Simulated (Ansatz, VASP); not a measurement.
**Two plane-wave programs on BaZrO3**

The input INCAR:

```
  PREC = Accurate
  ENCUT = 910
  EDIFF = 1E-6
  ISMEAR = 0
  SIGMA = 0.1
  LREAL = False
  LASPH = True
  NELM = 120
  ALGO = Normal
  ISIF = 2
  LWAVE = False
  LCHARG = False
  GGA = PE
  NBANDS = 28
  GGA_COMPAT = False
```

KPOINTS

```
Automatic mesh
0
Gamma
  4 4 4
```

The input POSCAR:

```
BaZrO3
1.0
    4.1592477096      0.0000000000      0.0000000000
    0.0000000000      4.1592477096      0.0000000000
    0.0000000000      0.0000000000      4.1592477096
Ba Zr O
1 1 3
Direct
    0.0000000000      0.0000000000      0.0000000000
    0.5000000000      0.5000000000      0.5000000000
    0.0000000000      0.5000000000      0.5000000000
    0.5000000000      0.0000000000      0.5000000000
    0.5000000000      0.5000000000      0.0000000000
```

Input for Ansatz:

```yaml
crystal:
  lattice:
    - [4.1592477096, 0.0, 0.0]
    - [0.0, 4.1592477096, 0.0]
    - [0.0, 0.0, 4.1592477096]
  atoms:
    - { symbol: Ba, position: [0.0, 0.0, 0.0] }
    - { symbol: Zr, position: [0.5, 0.5, 0.5] }
    - { symbol: O, position: [0.0, 0.5, 0.5] }
    - { symbol: O, position: [0.5, 0.0, 0.5] }
    - { symbol: O, position: [0.5, 0.5, 0.0] }
basis:
  ecutwfc: 420
kpoints:
  mp_grid: { grid: [4, 4, 4] }
hamiltonian:
  xc: pbe
scf:
  occupations: { method: gaussian, width: 0.1 }
output:
  forces: true
  stress: true
  eigenvalues: true
```

Alike in both runs: task single point; functional PBE; k mesh 4 × 4 × 4; occupations gaussian, width 0.1 eV; no spin polarisation.

|  | VASP | Ansatz |
| --- | --- | --- |
| version | VASP 6.6.1 | Ansatz 0.2.0 |
| potentials or method | VASP PAW PBE potentials, release 64 (Ba_sv, Zr_sv, O_h), cutoff 910 eV | scalar-relativistic, plane waves, PAW |
| valence electrons in the cell | 40 | 40 |

|  | VASP | Ansatz | Ansatz less VASP |
| --- | --- | --- | --- |
| gap on the k mesh at the Fermi level (eV) | 3.24 | 3.29 | +0.049 |
| least direct gap on the mesh (eV) | 3.43 | 3.45 | +0.022 |

Neither program's run includes spin-orbit coupling. Noted on VASP's run: the cutoff is short for stress, so the pressure is rough.
